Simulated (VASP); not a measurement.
Input of a VASP 6.6.1 run:

File POSCAR:

```
NiO
1.0
    2.0838270045      2.0838270045      0.0000000000
   -2.0838270045      2.0838270045      0.0000000000
    0.0000000000      0.0000000000      4.2723689339
Ni O
2 2
Direct
    0.0000000000      0.0000000000      0.0000000000
    0.5000000000      0.5000000000      0.5000000000
    0.5000000000      0.5000000000      0.0000000000
    0.0000000000      0.0000000000      0.5000000000
```

INCAR.step1

```
PREC = Accurate ; ENCUT = 520
ISMEAR = 0 ; SIGMA = 0.02
LREAL = F ; LASPH = T
NELM = 150 ; ISPIN = 2
MAGMOM = 1.84 1.84 0.31 0.31 ; LMAXMIX = 4
NBANDS = 28 ; GGA = PE
ALGO = Normal ; EDIFF = 1E-4
LWAVE = T ; LCHARG = F
```

The input INCAR.step2:

```
PREC = Accurate ; ENCUT = 520
EDIFF = 1E-7 ; ISMEAR = 0
SIGMA = 0.02 ; LREAL = F
LASPH = T ; NELM = 150
ALGO = Normal ; ISIF = 2
LWAVE = F ; LCHARG = F
ISPIN = 2 ; MAGMOM = 1.84 1.84 0.31 0.31
LORBIT = 11 ; LMAXMIX = 4
METAGGA = R2SCAN ; LMIXTAU = T
NBANDS = 28 ; ISTART = 1
```

File KPOINTS:

```
Automatic mesh
0
Gamma
  10 10 8
```

Potentials or basis: VASP PAW PBE potentials, release 64 (Ni, O).

Run with:

```sh
$ cat potpaw_PBE.64/Ni/POTCAR potpaw_PBE.64/O/POTCAR > POTCAR
$ cp INCAR.step1 INCAR
$ mpirun -np 1 vasp_std > vasp.out
$ cp INCAR.step2 INCAR
$ mpirun -np 1 vasp_std > vasp.out
```

Question: Estimate the site moments.

Answer: Ni +1.69; O +0.28 μB.

Question: Estimate the pressure.

Answer: -1.9 GPa.

Stress tensor (GPa, compression positive):
```
 0.11  0.00  0.00
 0.00  0.11  0.00
 0.00  0.00 -5.88
```

Caveat: the cell differs from its parent crystal (uniaxial strain along c: +2.0 %); the PAW data sets were made with another functional, which shifts forces and pressure a little.
